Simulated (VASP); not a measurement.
# PbSe (C2) in VASP: single point with PBE

Aim: the single point of PbSe with PBE.

Program: VASP 6.6.1. These are calculated values, not measurements. Logs are shortened: lines on timing, memory, paths and dates and some standing lists are left out, and cuts for length are marked.

### 1 The cell of the first run

It takes space group C2 (No. 5, monoclinic). Conventional cell: a = 6.108 Å, b = 6.364 Å, c = 11.552 Å, α = 90.00°, β = 102.95°, γ = 90.00°. Pb (site symmetry 1) has 5 Se at 2.70 to 3.28 Å within 3.6 Å. Within 3.6 Å of Se (site symmetry 1) lie 5 Pb at 2.70 to 3.28 Å.

### 2 Single point, PBE (strained and its atoms moved)

INCAR reads:

```
PREC = Accurate
ENCUT = 520
EDIFF = 1E-7
ISMEAR = 0
SIGMA = 0.02
LREAL = False
LASPH = True
NELM = 100
ALGO = Normal
ISIF = 2
LWAVE = False
LCHARG = True
GGA = PE
LELF = True
LVHAR = True
NBANDS = 28
```

KPOINTS reads:

```
regular mesh
0
Gamma
  6 6 6
```

POSCAR reads:

```
PbSe
1.0
   -0.2372557962     11.2647899973      3.1818562281
    3.0535740928     -0.0616458453      3.1818562281
    2.8163182966     11.2031441521      0.0000000000
Pb Se
2 2
Direct
    0.1864221256      0.8118202442      0.1933987094
    0.8118202442      0.1864221256      0.8083589208
    0.6681600486      0.2995985816      0.7129277313
    0.2995985816      0.6681600486      0.3193136385
```

Potentials or basis: VASP PAW PBE potentials, release 64 (Pb_d, Se).

The run is started by

```bash
$ cat potpaw_PBE.64/Pb_d/POTCAR potpaw_PBE.64/Se/POTCAR > POTCAR
$ mpirun -np 1 vasp_std > vasp.out
```

OUTCAR:

```text
PREC = Accurate
   ENCUT = 520
   EDIFF = 1E-7
   ISMEAR = 0
   LREAL = False
   LASPH = True
   NELM = 100
   ISIF = 2
   GGA = PE

 ion  position               nearest neighbor table
   1  0.186  0.812  0.193-   4 2.70   3 3.03   3 3.08   3 3.08   3 3.28   2 3.97
   2  0.812  0.186  0.808-   3 2.70   4 3.03   4 3.08   4 3.08   4 3.28   1 3.97
   3  0.668  0.300  0.713-   2 2.70   1 3.03   1 3.08   1 3.08   1 3.28
   4  0.300  0.668  0.319-   1 2.70   2 3.03   2 3.08   2 3.08   2 3.28

  LATTYP: Found a base centered monoclinic cell.
 ALAT       =     6.1083925710
 B/A-ratio  =     1.0417982116
 C/A-ratio  =     1.8911216804
 COS(beta)  =    -0.2241763066

  Lattice vectors:

 A1 = (  -3.0535740928,   0.0616458453,  -3.1818562281)
 A2 = (  -3.0535740928,   0.0616458452,   3.1818562281)
 A3 = (   2.8163182966,  11.2031441521,   0.0000000000)

Analysis of symmetry for initial positions (statically):
=====================================================================
 Subroutine PRICEL returns:
 Original cell was already a primitive cell.

 Routine SETGRP: Setting up the symmetry group for a
 base centered monoclinic supercell.

 Subroutine GETGRP returns: Found  2 space group operations
 (whereof  2 operations were pure point group operations)
 out of a pool of  4 trial point group operations.

The static configuration has the point symmetry C_2 .

Analysis of symmetry for dynamics (positions and initial velocities):
=====================================================================
 Subroutine PRICEL returns:
 Original cell was already a primitive cell.

 Routine SETGRP: Setting up the symmetry group for a
 base centered monoclinic supercell.

 Subroutine GETGRP returns: Found  2 space group operations
 (whereof  2 operations were pure point group operations)
 out of a pool of  4 trial point group operations.

The dynamic configuration has the point symmetry C_2 .

 Subroutine INISYM returns: Found  2 space group operations
 (whereof  2 operations are pure point group operations),
 and found     1 'primitive' translations

----------------------------------------------------------------------------------------

                                     Primitive cell

  volume of cell :     218.8051

  direct lattice vectors                    reciprocal lattice vectors
    -0.237255796 11.264789997  3.181856228    -0.162915748  0.040954806  0.157140978
     3.053574093 -0.061645845  3.181856228     0.162915748 -0.040954806  0.157140978
     2.816318297 11.203144152  0.000000000     0.164708651  0.047855138 -0.157140978

  length of vectors
    11.707945723  4.410478886 11.551713624     0.230026355  0.230026355  0.232620595

  position of ions in fractional coordinates (direct lattice)
     0.186422126  0.811820244  0.193398709
     0.811820244  0.186422126  0.808358921
     0.668160049  0.299598582  0.712927731
     0.299598582  0.668160049  0.319313638

  ion indices of the primitive-cell ions
   primitive index   ion index
                 1           1
                 2           2
                 3           3
                 4           4

----------------------------------------------------------------------------------------

 KPOINTS: regular mesh

Automatic generation of k-mesh.
 Grid dimensions read from file:
 generate k-points for:    6    6    6

 Generating k-lattice:

  Cartesian coordinates                     Fractional coordinates (reciprocal lattice)
    -0.027152625  0.006825801  0.026190163     0.166666667 -0.000000000  0.000000000
     0.027152625 -0.006825801  0.026190163    -0.000000000  0.166666667  0.000000000
     0.027451442  0.007975856 -0.026190163     0.000000000  0.000000000  0.166666667

  Length of vectors
     0.038337726  0.038337726  0.038770099

  Shift w.r.t. Gamma in fractional coordinates (k-lattice)
     0.000000000  0.000000000  0.000000000

 Subroutine IBZKPT returns following result:
 ===========================================

 Found     68 irreducible k-points:

 Following reciprocal coordinates:
            Coordinates               Weight
  0.000000  0.000000  0.000000      1.000000
  0.166667 -0.000000  0.000000      4.000000
  0.333333  0.000000  0.000000      4.000000
  0.500000  0.000000  0.000000      2.000000
  0.166667  0.166667  0.000000      2.000000
  0.333333  0.166667  0.000000      4.000000
[... 16 lines left out ...]
 -0.333333  0.166667  0.166667      4.000000
 -0.166667  0.166667  0.166667      4.000000
 [... further k-points ...]
   k-points           NKPTS =     68   k-points in BZ     NKDIM =     68   number of bands    NBANDS=     28
   number of dos      NEDOS =    301   number of ions     NIONS =      4
   total plane-waves  NPLWV = 291600
   dimension x,y,z NGX =    90 NGY =   36 NGZ =   90
   dimension x,y,z NGXF=   180 NGYF=   72 NGZF=  180
   ions per type =               2   2
   NGX,Y,Z   is equivalent  to a cutoff of  12.78, 13.57, 12.95 a.u.
   NGXF,Y,Z  is equivalent  to a cutoff of  25.56, 27.14, 25.90 a.u.
 SYSTEM =  unknown system
   PREC   = accura    normal or accurate (medium, high low for compatibility)
   ISTART =      0    job   : 0-new  1-cont  2-samecut
   ICHARG =      2    charge: 1-file 2-atom 10-const
   ISPIN  =      1    spin polarized calculation?
   LNONCOLLINEAR =      F non collinear calculations
   LSORBIT =      F    spin-orbit coupling
   LASPH  =      T    aspherical Exc in radial PAW
   ENCUT  =  520.0 eV  38.22 Ry    6.18 a.u.  21.77  8.20 21.48*2*pi/ulx,y,z
   NELM   =    100;   NELMIN=  2; NELMDL= -5     # of ELM steps
   EDIFF  = 0.1E-06   stopping-criterion for ELM
   LREAL  =      F    real-space projection
   EDIFFG = 0.1E-05   stopping-criterion for IOM
   NSW    =      0    number of steps for IOM
   IBRION =     -1    ionic relax: 0-MD 1-quasi-New 2-CG
   NFREE  =      0    steps in history (QN), initial steepest desc. (CG)
   ISIF   =      2    stress and relaxation
   ISYM   =      2    0-nonsym 1-usesym 2-fastsym
   POTIM  = 0.5000    time-step for ionic-motion
   TEBEG  =    0.0;   TEEND  =   0.0 temperature during run
   PSTRESS=    0.0 pullay stress
   NELECT =      40.0000    total number of electrons
   NUPDOWN=      -1.0000    fix difference up-down
   EMIN   =  10.00;   EMAX   =-10.00  energy-range for DOS
   EFERMI =   0.00;   METHOD = LEGACY
   ISMEAR =     0;   SIGMA  =   0.02  broadening in eV -4-tet -1-fermi 0-gaus
   EFERMI_NEDOS =   21; number of points for ismear=-14 and -15
   IALGO  =     38    algorithm
   IMIX   =      4    mixing-type and parameters
     AMIX     =   0.40;   BMIX     =  1.00
     AMIX_MAG =   1.60;   BMIX_MAG =  1.00
  volume/ion in A,a.u.               =      54.70       369.14
  Fermi-wavevector in a.u.,A,eV,Ry     =   0.929128  1.755798 11.745629  0.863279
  Thomas-Fermi vector in A             =   2.055378
   LORBIT       =      0    0 simple, 1 ext, 2 COOP (PROOUT), +10 PAW based schemes
   GGA     = PE    functional components
   LHFCALC =     F    Hartree Fock is set to
   AEXX    =    0.0000 exact exchange contribution
   IVDW    =     0    specifies the selected vdW correction
   LEPSILON=     F    determine dielectric tensor
   LRPA    =     F    only Hartree local field effects (RPA)
 non-spin polarized calculation
 Gauss-broadening in eV      SIGMA  =   0.02
  energy-cutoff  :      520.00
  volume of cell :      218.81
 maximum number of plane-waves:      5923
 NGX is ok and might be reduce to    90
   NGX = 43   NGY = 17   NGZ = 43

 number of electron      39.9999999 magnetization

 Free energy of the ion-electron system (eV)
  ---------------------------------------------------
  ext. energy  EPLUGINS =         0.00000000
  ---------------------------------------------------
  free energy    TOTEN  =       -15.97368547 eV

  energy without entropy =      -15.97368547  energy(sigma->0) =      -15.97368547

 E-fermi :   0.1951     XC(G=0):  -5.8579

 val. band max:        0.0694836598   @ k =  -0.0000   0.1667   0.3333
 cond. band min:       1.7826224334   @ k =   0.0000   0.0000   0.5000
 fundamental gap:      1.7131387737
 Fermi energy:         0.1950612335

 k-point     1 :       0.0000    0.0000    0.0000
  band No.  band energies     occupation
      1     -16.2880      2.00000
      2     -16.1782      2.00000
      3     -16.1745      2.00000
      4     -16.1591      2.00000
      5     -16.1483      2.00000
      6     -16.1392      2.00000
[... 20 lines left out ...]
     27       5.5180      0.00000
     28       6.4745      0.00000

 k-point     2 :       0.1667   -0.0000    0.0000
  band No.  band energies     occupation
      1     -16.2742      2.00000
      2     -16.1786      2.00000
      3     -16.1725      2.00000
      4     -16.1571      2.00000
      5     -16.1512      2.00000
      6     -16.1501      2.00000
[... 20 lines left out ...]
     27       5.5071      0.00000
     28       6.0095      0.00000

 k-point     3 :       0.3333    0.0000    0.0000
  band No.  band energies     occupation
      1     -16.2413      2.00000
      2     -16.1885      2.00000
      3     -16.1686      2.00000
      4     -16.1655      2.00000
      5     -16.1594      2.00000
      6     -16.1464      2.00000
[... 20 lines left out ...]
     27       5.1665      0.00000
     28       6.9623      0.00000

 k-point     4 :       0.5000    0.0000    0.0000
  band No.  band energies     occupation
      1     -16.2088      2.00000
      2     -16.2062      2.00000
      3     -16.1779      2.00000
      4     -16.1718      2.00000
      5     -16.1543      2.00000
      6     -16.1444      2.00000
[... 578 lines left out ...]
     27       5.4501      0.00000
     28       6.6530      0.00000

 k-point    23 :      -0.3333    0.1667    0.1667
  band No.  band energies     occupation
      1     -16.2305      2.00000
      2     -16.2230      2.00000
      3     -16.1724      2.00000
      4     -16.1601      2.00000
      5     -16.1506      2.00000
      6     -16.1400      2.00000
[... 20 lines left out ...]
     27       5.9930      0.00000
     28       6.4183      0.00000

 k-point    24 :      -0.1667    0.1667    0.1667
  band No.  band energies     occupation
      1     -16.2442      2.00000
      2     -16.1949      2.00000
      3     -16.1724      2.00000
      4     -16.1603      2.00000
      5     -16.1567      2.00000
      6     -16.1433      2.00000
[... 20 lines left out ...]
     27       5.2986      0.00000
     28       6.5592      0.00000

 [... further k-points ...]
[... 5 lines left out ...]
  --------------------------------------------------------------------------------------
  -------------------------------------------------------------------------------------
  Total        2.2543323      3.6003829     -0.7198253      0.5199104      0.0000000      0.0000000
  in kB       16.5071126     26.3634271     -5.2708455      3.8069893      0.0000000      0.0000000
  external PRESSURE =      12.5332314 kB  Pullay stress =       0.0000000 kB

 VOLUME and BASIS-vectors are now :
 -----------------------------------------------------------------------------
  energy-cutoff  :      520.00
  volume of cell :      218.81
      direct lattice vectors                 reciprocal lattice vectors
    -0.237255796 11.264789997  3.181856228    -0.162915748  0.040954806  0.157140978
     3.053574093 -0.061645845  3.181856228     0.162915748 -0.040954806  0.157140978
     2.816318297 11.203144152  0.000000000     0.164708651  0.047855138 -0.157140978

 POSITION                                       TOTAL-FORCE (eV/Angst)
 -----------------------------------------------------------------------------------
      2.97940      4.21663      3.17626         0.002033     -0.675126      0.020225
      2.65324     18.18965      3.17626        -0.002033      0.675126      0.020225
      2.76415     15.49525      3.07927        -0.213523     -0.677949     -0.020225
      2.86848      6.91104      3.07927         0.213523      0.677949     -0.020225
 -----------------------------------------------------------------------------------
    total drift:                                0.000013     -0.000002     -0.000099

  FREE ENERGIE OF THE ION-ELECTRON SYSTEM (eV)
  ---------------------------------------------------
  free  energy   TOTEN  =       -15.9736854692 eV

  energy  without entropy=      -15.9736854692  energy(sigma->0) =      -15.97368547
```

Run time: 12 min. Hardware: 1 thread of Oxide Virtual Turin-like, shared host; peak memory 0.79 GiB.

Results:

- Free energy: -15.9737 eV
- Pressure: 1.3 GPa
- Largest force: 0.711 eV/Å
- Band gap on the k mesh: 1.71 eV (least direct gap 1.82 eV)

Forces in eV/Å, atoms in the order of the input:
```
Pb   0.002 -0.675  0.020
Pb  -0.002  0.675  0.020
Se  -0.214 -0.678 -0.020
Se   0.214  0.678 -0.020
```

Levels at points of the mesh, in eV from the valence-band top:
| k point | band 17 | band 18 | band 19 | band 20 | band 21 | band 22 | band 23 | band 24 |
| --- | --- | --- | --- | --- | --- | --- | --- | --- |
| (0.00, 0.00, 0.00) | -2.24 | -1.40 | -1.06 | -0.22 | 2.30 | 3.91 | 4.40 | 4.50 |
| (0.50, 0.00, 0.00) | -1.02 | -0.96 | -0.23 | -0.10 | 1.72 | 1.74 | 2.53 | 2.81 |
| (0.50, 0.50, 0.00) | -2.62 | -2.49 | -1.48 | -1.17 | 4.01 | 4.12 | 5.01 | 5.34 |
| (0.00, 0.00, 0.50) | -1.02 | -0.96 | -0.23 | -0.10 | 1.71 | 1.74 | 2.53 | 2.81 |
| (0.50, 0.00, 0.50) | -2.24 | -1.40 | -1.06 | -0.23 | 2.11 | 4.39 | 4.50 | 5.03 |
| (0.00, 0.50, 0.50) | -2.62 | -2.49 | -1.48 | -1.17 | 3.96 | 4.17 | 4.98 | 5.42 |

Caveat: the cell differs from its parent crystal (strained and its atoms moved); spin-orbit coupling is left out, which moves the levels of the heavy elements. A k mesh can miss the band edges.
